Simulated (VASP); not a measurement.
A run of VASP 6.6.1:

Contents of INCAR:

```
ALGO = Normal
EDIFF = 1E-6
ENCUT = 520
GGA = PS
ISIF = 2
ISMEAR = 0
LASPH = True
LCHARG = False
LREAL = False
LWAVE = False
NBANDS = 36
NELM = 100
PREC = Accurate
SIGMA = 0.1
```

Contents of KPOINTS:

```
k-points
0
Gamma
  8 8 12
```

Contents of POSCAR:

```
Ni3O4
1.0
    3.0842707504     -4.0099420393      0.0000000000
    3.0842707504      4.0099420393      0.0000000000
    0.0000000000      0.0000000000      2.9056937507
Ni O
3 4
Direct
    0.5000000000      0.0000000000      0.5000000000
    0.0000000000      0.5000000000      0.5000000000
    0.0000000000      0.0000000000      0.0000000000
    0.7994341453      0.7994341453      0.5000000000
    0.2005658547      0.2005658547      0.5000000000
    0.2326058032      0.7673941968      0.0000000000
    0.7673941968      0.2326058032      0.0000000000
```

Potentials or basis: VASP PAW PBE potentials, release 64 (Ni, O).

Command:

```bash
$ cat potpaw_PBE.64/Ni/POTCAR potpaw_PBE.64/O/POTCAR > POTCAR
$ mpirun -np 1 vasp_std > vasp.out
```

Hardware: 1 thread of Intel(R) Xeon(R) Platinum 8259CL CPU @ 2.50GHz (Skylake/Cascade Lake), with other jobs on the host.

**Question.** Estimate the wall time of this run.

**Answer.** Run time: 9.5 min on 1 thread of Intel(R) Xeon(R) Platinum 8259CL CPU @ 2.50GHz (Skylake/Cascade Lake), with other jobs on the host, peak memory 0.4 GiB. Counts: scf iterations 21, k points 147.
